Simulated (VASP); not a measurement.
A run of VASP 6.6.1:

Contents of INCAR:

```
SYSTEM = CaMn2Bi2
ALGO     = Normal         ! electronic algorithm
EDIFF    = 1E-6           ! SCF threshold, eV
ENCUT    = 500            ! plane-wave cutoff, eV
GGA      = CA             ! functional
GGA_COMPAT= .FALSE.      
ISIF     = 2              ! what is computed and relaxed
ISMEAR   = -1             ! smearing method
LASPH    = .TRUE.         ! aspherical terms in the spheres
LCHARG   = .FALSE.        ! write CHGCAR
LREAL    = .FALSE.        ! projectors in reciprocal space
LWAVE    = .FALSE.        ! write WAVECAR
NBANDS   = 41             ! bands
NELM     = 120            ! most SCF steps
PREC     = Accurate       ! precision mode
SIGMA    = 0.1            ! smearing width, eV
```

The input KPOINTS:

```
k-points
0
G
  8 8 4
  0 0 0
```

POSCAR

```
CaMn2Bi2
1.0
    4.6263800000      0.0000000000      0.0000000000
   -2.3131900000      4.0065600000      0.0000000000
    0.0000000000      0.0000000000      7.7287900000
Ca Mn Bi
1 2 2
Direct
    0.0000000000      0.0000000000      0.0000000000
    0.6666666667      0.3333333333      0.6207400000
    0.3333333333      0.6666666667      0.3792700000
    0.6666666667      0.3333333333      0.2488100000
    0.3333333333      0.6666666667      0.7511900000
```

Potentials or basis: VASP PAW LDA potentials, release 64 (Ca_sv, Mn_pv, Bi_d).

Command:

```bash
$ cat potpaw_LDA.64/Ca_sv/POTCAR potpaw_LDA.64/Mn_pv/POTCAR potpaw_LDA.64/Bi_d/POTCAR > POTCAR
$ mpirun -np 1 vasp_std > vasp.out
```

Hardware: 1 thread of Intel Xeon 8259CL (shared host).

Problem. Estimate the wall time of this run.

Solution. Wall time 6.6 min on 1 thread of Intel Xeon 8259CL (shared host), peak memory 0.33 GiB. Counts: scf iterations 16, k points 35.
